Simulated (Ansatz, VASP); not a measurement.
# One calculation of SiO2, two programs

```
Si O
1.0
     5.02689    0.00000    0.00000
     0.00000    5.02689    0.00000
     0.00000    0.00000    7.00564
Si O
4 8
Direct
  0.29816 0.29816 0.00000
  0.20184 0.79816 0.25000
  0.70184 0.70184 0.50000
  0.79816 0.20184 0.75000
  0.23957 0.10207 0.17842
  0.39793 0.73957 0.42842
  0.76043 0.89793 0.67842
  0.60207 0.26043 0.92842
  0.73957 0.39793 0.57158
  0.89793 0.76043 0.32158
  0.26043 0.60207 0.07158
  0.10207 0.23957 0.82158
```

Alike in both runs: functional PBEsol; k mesh 6 × 6 × 4; occupations gaussian, width 0.02 eV; no spin polarisation.

Ansatz relaxed the structure, and its values are those at the end. VASP's run is a single point on that final structure, the one shown.

|  | VASP | Ansatz |
| --- | --- | --- |
| version | VASP 6.6.1 | Ansatz 0.2.0 |
| potentials or method | VASP PAW PBE potentials, release 64 (Si, O), cutoff 520 eV | scalar-relativistic, plane waves, PAW |
| valence electrons in the cell | 64 | 64 |

|  | VASP | Ansatz | Ansatz less VASP |
| --- | --- | --- | --- |
| gap on the k mesh at the Fermi level (eV) | 5.57 | 5.57 | -0.001 |
| least direct gap on the mesh (eV) | 5.57 | 5.57 | -0.001 |
| pressure (GPa) | 0.5 | 0.0 | -0.50 |
| rms of the force components (eV/Å) | 0.012 | 0.001 | -0.0114 |

VASP's potentials were made for PBE, not for PBEsol.
